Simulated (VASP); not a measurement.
# CuO (P4/nmm) in VASP: electric field gradients with PBE

Aim: the electric field gradients of CuO with PBE.

Everything below comes from runs of VASP 6.6.1. Logs are shortened: lines on timing, memory, paths and dates and some standing lists are left out, and cuts for length are marked.

## Step 1: The cell of the first run

Symmetry: P4/nmm, No. 129, tetragonal system. The conventional cell has a = 3.175 Å, b = 3.175 Å, c = 4.650 Å, α = 90.00°, β = 90.00°, γ = 90.00°. Cu (site symmetry -4m2) has 4 O at 2.02 Å and 4 Cu at 2.25 Å within 2.7 Å. O (site symmetry 4mm) has 4 Cu at 2.02 Å within 2.7 Å.

## Step 2: Electric field gradients, PBE

Input file INCAR:

```
  PREC = Accurate
  ENCUT = 520
  EDIFF = 1E-8
  ISMEAR = -1
  SIGMA = 0.05
  LREAL = False
  LASPH = True
  NELM = 100
  ALGO = Normal
  ISIF = 2
  LWAVE = False
  LCHARG = False
  GGA = PE
  LEFG = True
  NBANDS = 25
```

Input file KPOINTS:

```
Automatic mesh
0
Gamma
  8 8 6
```

Input file POSCAR:

```
CuO
1.0
    3.1754955000      0.0000000000      0.0000000000
    0.0000000000      3.1754955000      0.0000000000
    0.0000000000      0.0000000000      4.6495318700
Cu O
2 2
Direct
    0.0000000000      0.0000000000      0.0000000000
    0.5000000000      0.5000000000      0.0000000000
    0.5000000000      0.0000000000      0.2670000000
    0.0000000000      0.5000000000      0.7330000000
```

Potentials or basis: VASP PAW PBE potentials, release 64 (Cu, O).

On the command line:

```
> cat potpaw_PBE.64/Cu/POTCAR potpaw_PBE.64/O/POTCAR > POTCAR
> mpirun -np 1 vasp_std > vasp.out
```

OUTCAR:

```text
PREC = Accurate
   ENCUT = 520
   EDIFF = 1E-8
   ISMEAR = -1
   LREAL = False
   LASPH = True
   NELM = 100
   ISIF = 2
   GGA = PE

 ion  position               nearest neighbor table
   1  0.000  0.000  0.000-   3 2.02   4 2.02   4 2.02   3 2.02   2 2.25   2 2.25   2 2.25   2 2.25

   2  0.500  0.500  0.000-   3 2.02   4 2.02   3 2.02   4 2.02   1 2.25   1 2.25   1 2.25   1 2.25

   3  0.500  0.000  0.267-   1 2.02   2 2.02   2 2.02   1 2.02
   4  0.000  0.500  0.733-   1 2.02   2 2.02   1 2.02   2 2.02

  LATTYP: Found a simple tetragonal cell.
 ALAT       =     3.1754955000
 C/A-ratio  =     1.4641909806

  Lattice vectors:

 A1 = (   3.1754955000,   0.0000000000,   0.0000000000)
 A2 = (   0.0000000000,   3.1754955000,   0.0000000000)
 A3 = (   0.0000000000,   0.0000000000,   4.6495318700)

Analysis of symmetry for initial positions (statically):
=====================================================================
 Subroutine PRICEL returns:
 Original cell was already a primitive cell.

 Routine SETGRP: Setting up the symmetry group for a
 simple tetragonal supercell.

 Subroutine GETGRP returns: Found 16 space group operations
 (whereof  8 operations were pure point group operations)
 out of a pool of 16 trial point group operations.

The static configuration has the point symmetry D_2d.
 The point group associated with its full space group is D_4h.

Analysis of symmetry for dynamics (positions and initial velocities):
=====================================================================
 Subroutine PRICEL returns:
 Original cell was already a primitive cell.

 Routine SETGRP: Setting up the symmetry group for a
 simple tetragonal supercell.

 Subroutine GETGRP returns: Found 16 space group operations
 (whereof  8 operations were pure point group operations)
 out of a pool of 16 trial point group operations.

The dynamic configuration has the point symmetry D_2d.
 The point group associated with its full space group is D_4h.

 Subroutine INISYM returns: Found 16 space group operations
 (whereof  8 operations are pure point group operations),
 and found     1 'primitive' translations

----------------------------------------------------------------------------------------

                                     Primitive cell

  volume of cell :      46.8848

  direct lattice vectors                    reciprocal lattice vectors
     3.175495500  0.000000000  0.000000000     0.314911484  0.000000000  0.000000000
     0.000000000  3.175495500  0.000000000     0.000000000  0.314911484  0.000000000
     0.000000000  0.000000000  4.649531870     0.000000000  0.000000000  0.215075416

  length of vectors
     3.175495500  3.175495500  4.649531870     0.314911484  0.314911484  0.215075416

  position of ions in fractional coordinates (direct lattice)
     0.000000000  0.000000000  0.000000000
     0.500000000  0.500000000  0.000000000
     0.500000000  0.000000000  0.267000000
     0.000000000  0.500000000  0.733000000

  ion indices of the primitive-cell ions
   primitive index   ion index
                 1           1
                 2           2
                 3           3
                 4           4

----------------------------------------------------------------------------------------

 KPOINTS: Automatic mesh

Automatic generation of k-mesh.
 Grid dimensions read from file:
 generate k-points for:    8    8    6

 Generating k-lattice:

  Cartesian coordinates                     Fractional coordinates (reciprocal lattice)
     0.039363935  0.000000000  0.000000000     0.125000000  0.000000000  0.000000000
     0.000000000  0.039363935  0.000000000     0.000000000  0.125000000  0.000000000
     0.000000000  0.000000000  0.035845903     0.000000000  0.000000000  0.166666667

  Length of vectors
     0.039363935  0.039363935  0.035845903

  Shift w.r.t. Gamma in fractional coordinates (k-lattice)
     0.000000000  0.000000000  0.000000000

 Subroutine IBZKPT returns following result:
 ===========================================

 Found     60 irreducible k-points:

 Following reciprocal coordinates:
            Coordinates               Weight
  0.000000  0.000000  0.000000      1.000000
  0.125000  0.000000  0.000000      4.000000
  0.250000  0.000000  0.000000      4.000000
  0.375000  0.000000  0.000000      4.000000
  0.500000  0.000000  0.000000      2.000000
  0.125000  0.125000  0.000000      4.000000
[... 16 lines left out ...]
  0.375000  0.125000  0.166667     16.000000
  0.500000  0.125000  0.166667      8.000000
 [... further k-points ...]
   k-points           NKPTS =     60   k-points in BZ     NKDIM =     60   number of bands    NBANDS=     25
   number of dos      NEDOS =    301   number of ions     NIONS =      4
   total plane-waves  NPLWV =  20736
   dimension x,y,z NGX =    24 NGY =   24 NGZ =   36
   dimension x,y,z NGXF=    48 NGYF=   48 NGZF=   72
   ions per type =               2   2
   NGX,Y,Z   is equivalent  to a cutoff of  12.56, 12.56, 12.87 a.u.
   NGXF,Y,Z  is equivalent  to a cutoff of  25.13, 25.13, 25.74 a.u.
 SYSTEM =  unknown system
   PREC   = accura    normal or accurate (medium, high low for compatibility)
   ISTART =      0    job   : 0-new  1-cont  2-samecut
   ICHARG =      2    charge: 1-file 2-atom 10-const
   ISPIN  =      1    spin polarized calculation?
   LNONCOLLINEAR =      F non collinear calculations
   LSORBIT =      F    spin-orbit coupling
   LASPH  =      T    aspherical Exc in radial PAW
   ENCUT  =  520.0 eV  38.22 Ry    6.18 a.u.   5.90  5.90  8.65*2*pi/ulx,y,z
   NELM   =    100;   NELMIN=  2; NELMDL= -5     # of ELM steps
   EDIFF  = 0.1E-07   stopping-criterion for ELM
   LREAL  =      F    real-space projection
   EDIFFG = 0.1E-06   stopping-criterion for IOM
   NSW    =      0    number of steps for IOM
   IBRION =     -1    ionic relax: 0-MD 1-quasi-New 2-CG
   NFREE  =      0    steps in history (QN), initial steepest desc. (CG)
   ISIF   =      2    stress and relaxation
   ISYM   =      2    0-nonsym 1-usesym 2-fastsym
   POTIM  = 0.5000    time-step for ionic-motion
   TEBEG  =    0.0;   TEEND  =   0.0 temperature during run
   PSTRESS=    0.0 pullay stress
   NELECT =      34.0000    total number of electrons
   NUPDOWN=      -1.0000    fix difference up-down
   EMIN   =  10.00;   EMAX   =-10.00  energy-range for DOS
   EFERMI =   0.00;   METHOD = LEGACY
   ISMEAR =    -1;   SIGMA  =   0.05  broadening in eV -4-tet -1-fermi 0-gaus
   EFERMI_NEDOS =   21; number of points for ismear=-14 and -15
   IALGO  =     38    algorithm
   IMIX   =      4    mixing-type and parameters
     AMIX     =   0.40;   BMIX     =  1.00
     AMIX_MAG =   1.60;   BMIX_MAG =  1.00
  volume/ion in A,a.u.               =      11.72        79.10
  Fermi-wavevector in a.u.,A,eV,Ry     =   1.470812  2.779431 29.433305  2.163287
  Thomas-Fermi vector in A             =   2.586023
   LORBIT       =      0    0 simple, 1 ext, 2 COOP (PROOUT), +10 PAW based schemes
   GGA     = PE    functional components
   LHFCALC =     F    Hartree Fock is set to
   AEXX    =    0.0000 exact exchange contribution
   IVDW    =     0    specifies the selected vdW correction
   LEPSILON=     F    determine dielectric tensor
   LRPA    =     F    only Hartree local field effects (RPA)
 non-spin polarized calculation
  energy-cutoff  :      520.00
  volume of cell :       46.88
 maximum number of plane-waves:      1288
 NGX is ok and might be reduce to    24
   NGX = 11   NGY = 11   NGZ = 17

 number of electron      34.0000035 magnetization

 Free energy of the ion-electron system (eV)
  ---------------------------------------------------
  ext. energy  EPLUGINS =         0.00000000
  ---------------------------------------------------
  free energy    TOTEN  =       -16.13290616 eV

  energy without entropy =      -16.07630272  energy(sigma->0) =      -16.10460444

 E-fermi :   3.1016     XC(G=0): -10.7387

 val. band max:        3.0970251472   @ k =   0.5000   0.0000   0.0000
 cond. band min:       3.1067295481   @ k =   0.5000   0.0000   0.1667
 fundamental gap:      0.0097044009
 Fermi energy:         3.1015697680

 k-point     1 :       0.0000    0.0000    0.0000
  band No.  band energies     occupation
      1     -15.4152      2.00000
      2     -14.6051      2.00000
      3      -3.2812      2.00000
      4      -2.2979      2.00000
      5      -1.7992      2.00000
      6      -1.7992      2.00000
[... 17 lines left out ...]
     24      15.3895      0.00000
     25      18.1465      0.00000

 k-point     2 :       0.1250    0.0000    0.0000
  band No.  band energies     occupation
      1     -15.3515      2.00000
      2     -14.6015      2.00000
      3      -3.1333      2.00000
      4      -2.1878      2.00000
      5      -1.8939      2.00000
      6      -1.8016      2.00000
[... 17 lines left out ...]
     24      16.2796      0.00000
     25      17.9476      0.00000

 k-point     3 :       0.2500    0.0000    0.0000
  band No.  band energies     occupation
      1     -15.1826      2.00000
      2     -14.6058      2.00000
      3      -2.7373      2.00000
      4      -2.0531      2.00000
      5      -1.8970      2.00000
      6      -1.7366      2.00000
[... 17 lines left out ...]
     24      16.9857      0.00000
     25      17.3152      0.00000

 k-point     4 :       0.3750    0.0000    0.0000
  band No.  band energies     occupation
      1     -14.9665      2.00000
      2     -14.6528      2.00000
      3      -2.3524      2.00000
      4      -1.9253      2.00000
      5      -1.5887      2.00000
      6      -1.5649      2.00000
[... 17 lines left out ...]
     24      16.3331      0.00000
     25      17.0100      0.00000
[... 477 lines left out ...]
 k-point    22 :       0.2500    0.1250    0.1667
  band No.  band energies     occupation
      1     -15.0987      2.00000
      2     -14.6248      2.00000
      3      -2.7644      2.00000
      4      -2.1960      2.00000
      5      -1.7494      2.00000
      6      -1.5497      2.00000
[... 17 lines left out ...]
     24      16.3909      0.00000
     25      18.4610      0.00000

 k-point    23 :       0.3750    0.1250    0.1667
  band No.  band energies     occupation
      1     -14.9057      2.00000
      2     -14.6484      2.00000
      3      -2.5983      2.00000
      4      -1.9907      2.00000
      5      -1.6100      2.00000
      6      -1.4627      2.00000
[... 17 lines left out ...]
     24      16.5456      0.00000
     25      17.5521      0.00000

 k-point    24 :       0.5000    0.1250    0.1667
  band No.  band energies     occupation
      1     -14.7413      2.00000
      2     -14.7413      2.00000
      3      -2.3279      2.00000
      4      -2.3279      2.00000
      5      -1.4151      2.00000
      6      -1.4151      2.00000
[... 17 lines left out ...]
     24      16.2606      0.00000
     25      17.6442      0.00000

 [... further k-points ...]
[... 5 lines left out ...]
  --------------------------------------------------------------------------------------
  -------------------------------------------------------------------------------------
  Total        8.8006071      8.8006071     -2.2897921      0.0000000      0.0000000      0.0000000
  in kB      300.7398521    300.7398521    -78.2482095      0.0000000      0.0000000      0.0000000
  external PRESSURE =     174.4104982 kB  Pullay stress =       0.0000000 kB

 VOLUME and BASIS-vectors are now :
 -----------------------------------------------------------------------------
  energy-cutoff  :      520.00
  volume of cell :       46.88
      direct lattice vectors                 reciprocal lattice vectors
     3.175495500  0.000000000  0.000000000     0.314911484  0.000000000  0.000000000
     0.000000000  3.175495500  0.000000000     0.000000000  0.314911484  0.000000000
     0.000000000  0.000000000  4.649531870     0.000000000  0.000000000  0.215075416

 POSITION                                       TOTAL-FORCE (eV/Angst)
 -----------------------------------------------------------------------------------
      0.00000      0.00000      0.00000         0.000000      0.000000      0.000000
      1.58775      1.58775      0.00000        -0.000000     -0.000000      0.000000
      1.58775      0.00000      1.24143         0.000000     -0.000000     -0.817630
      0.00000      1.58775      3.40811         0.000000      0.000000      0.817630
 -----------------------------------------------------------------------------------
    total drift:                                0.000000     -0.000000     -0.000000

  FREE ENERGIE OF THE ION-ELECTRON SYSTEM (eV)
  ---------------------------------------------------
  free  energy   TOTEN  =       -16.1329061628 eV

  energy  without entropy=      -16.0763027154  energy(sigma->0) =      -16.10460444

 Electric field gradients (V/A^2)
---------------------------------------------------------------------
 ion       V_xx      V_yy      V_zz      V_xy      V_xz      V_yz
---------------------------------------------------------------------
   1     -37.431   -37.431    74.862     0.000     0.000    -0.000
   2     -37.431   -37.431    74.862    -0.000     0.000    -0.000
   3       6.703     6.703   -13.407    -0.000     0.000     0.000
   4       6.703     6.703   -13.407     0.000    -0.000     0.000
---------------------------------------------------------------------

 Electric field gradients after diagonalization (V/A^2)
 (convention: |V_zz| > |V_xx| > |V_yy|)
----------------------------------------------------------------------
 ion       V_xx      V_yy      V_zz     asymmetry (V_yy - V_xx)/ V_zz
----------------------------------------------------------------------
   1     -37.431   -37.431    74.862       0.000
   2     -37.431   -37.431    74.862       0.000
   3       6.703     6.703   -13.407       0.000
   4       6.703     6.703   -13.407       0.000
----------------------------------------------------------------------

           NMR quadrupolar parameters

 Cq : quadrupolar parameter    Cq=e*Q*V_zz/h
 eta: asymmetry parameters     (V_yy - V_xx)/ V_zz
 Q  : nuclear electric quadrupole moment in mb (millibarn)
----------------------------------------------------------------------
 ion       Cq(MHz)       eta       Q (mb)
----------------------------------------------------------------------
   1       0.181       0.000       1.000
   2       0.181       0.000       1.000
   3      -0.032       0.000       1.000
   4      -0.032       0.000       1.000
----------------------------------------------------------------------
```

Wall time 2.9 min (1 thread of AMD EPYC 7R13, shared host); peak memory 0.16 GiB.

Results:

* Free energy: -16.1329 eV
* Pressure: 17.4 GPa
* Largest force: 0.818 eV/Å
* Band gap on the k mesh: zero (band 17 reaches 3.54 eV, above the bottom of band 18 at 2.69 eV)

Forces on the atoms (eV/Å):
```
Cu   0.000  0.000  0.000
Cu   0.000  0.000  0.000
O    0.000  0.000 -0.818
O    0.000  0.000  0.818
```

Electric field gradients, principal values (V/Å²):
```
atom    least   middle  greatest (by size)
1 Cu  -37.431  -37.431              74.862
2 Cu  -37.431  -37.431              74.862
 3 O    6.703    6.703             -13.407
 4 O    6.703    6.703             -13.407
```

Caveat: without QUAD_EFG the Cq values of the log hold for a quadrupole moment of 1 mb, not for the nuclei; semilocal functionals often make such compounds metallic where correlation or magnetic order opens a gap, which also shifts bond lengths. With open d or f shells a metallic result of PBE can be an artefact of self-interaction; +U or a hybrid may open a gap.
